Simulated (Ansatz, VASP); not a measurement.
# One calculation of HfO2, two programs

File INCAR:

```
PREC = Accurate
ENCUT = 520
EDIFF = 1E-8
ISMEAR = -1
SIGMA = 0.02
LREAL = F
LASPH = T
NELM = 60
ALGO = Normal
ISIF = 2
LWAVE = F
LCHARG = F
GGA = PS
LEFG = T
NBANDS = 56
```

KPOINTS

```
regular mesh
0
Gamma
  4 4 4
```

File POSCAR:

```
HfO2
1.0
    5.0803194000      0.0000000000      0.0000000000
    0.0000000000      5.1648674500      0.0000000000
    0.0000000000      0.0000000000      4.8908836500
Hf O
4 8
Direct
    0.2774091800      0.2817995800      0.7279320600
    0.7774091800      0.2182004200      0.2720679400
    0.7225908200      0.7182004200      0.7279320600
    0.2225908200      0.7817995800      0.2720679400
    0.5000000000      0.5000000000      0.4243750100
    0.0000000000      0.0000000000      0.5756249900
    0.5000000000      0.0000000000      0.5109455500
    0.0000000000      0.5000000000      0.4890544500
    0.3131846800      0.6636487800      0.8954653800
    0.8131846800      0.8363512200      0.1045346200
    0.6868153200      0.3363512200      0.8954653800
    0.1868153200      0.1636487800      0.1045346200
```

Input for Ansatz:

```yaml
crystal:
  lattice:
    - [5.0803194, 0.0, 0.0]
    - [0.0, 5.16486745, 0.0]
    - [0.0, 0.0, 4.89088365]
  atoms:
    - { symbol: Hf, position: [0.27740918, 0.28179958, 0.72793206] }
    - { symbol: Hf, position: [0.77740918, 0.21820042, 0.27206794] }
    - { symbol: Hf, position: [0.72259082, 0.71820042, 0.72793206] }
    - { symbol: Hf, position: [0.22259082, 0.78179958, 0.27206794] }
    - { symbol: O, position: [0.5, 0.5, 0.42437501] }
    - { symbol: O, position: [0.0, 0.0, 0.57562499] }
    - { symbol: O, position: [0.5, 0.0, 0.51094555] }
    - { symbol: O, position: [0.0, 0.5, 0.48905445] }
    - { symbol: O, position: [0.31318468, 0.66364878, 0.89546538] }
    - { symbol: O, position: [0.81318468, 0.83635122, 0.10453462] }
    - { symbol: O, position: [0.68681532, 0.33635122, 0.89546538] }
    - { symbol: O, position: [0.18681532, 0.16364878, 0.10453462] }
kpoints:
  mp_grid: { grid: [4, 4, 4] }
scf:
  occupations: { method: fermi_dirac, width: 0.02 }
hamiltonian:
  xc: pbesol
  pseudopotentials: { kind: paw, frozen_core: stored }
output:
  forces: true
  stress: true
  populations: true
  efg: { quadrupole_moments_barn: { Hf: 3.365, O: -0.02558 } }
```

Alike in both runs: task electric field gradients; functional PBEsol; k mesh 4 × 4 × 4; occupations fermi-dirac, width 0.02 eV; no spin polarisation.

|  | VASP | Ansatz |
| --- | --- | --- |
| version | VASP 6.6.1 | Ansatz 0.2.0 |
| potentials or method | VASP PAW PBE potentials, release 64 (Hf_pv, O) | plane-wave PAW, scalar-relativistic |
| plane-wave cutoff (eV) | 520 | 420 |
| valence electrons in the cell | 88 | 152 |

Ansatz gave:

- gap on the k mesh at the Fermi level (eV): 3.75
- pressure (GPa): 1.6
- traceless stress, the component that is largest in VASP (GPa): 0.30
- rms of the force components (eV/Å): 0.046
- size of Vzz on the site where it differs most (V/Å²): 208.6

**Question.** Estimate VASP's values.

**Answer.** gap on the k mesh at the Fermi level (eV): 3.73; pressure (GPa): -1.6; traceless stress, the component that is largest in VASP (GPa): 0.30; rms of the force components (eV/Å): 0.035; size of Vzz on the site where it differs most (V/Å²): 181.8.

VASP's potentials were made for PBE, not for PBEsol, and Ansatz warns of the same on its side. Atom by atom the forces differ by 0.041 eV/Å (rms over components). VASP's potentials hold 88 valence electrons a cell and Ansatz's 152, so a difference there can come from the potentials and not from the codes.

Neither program's run includes spin-orbit coupling.
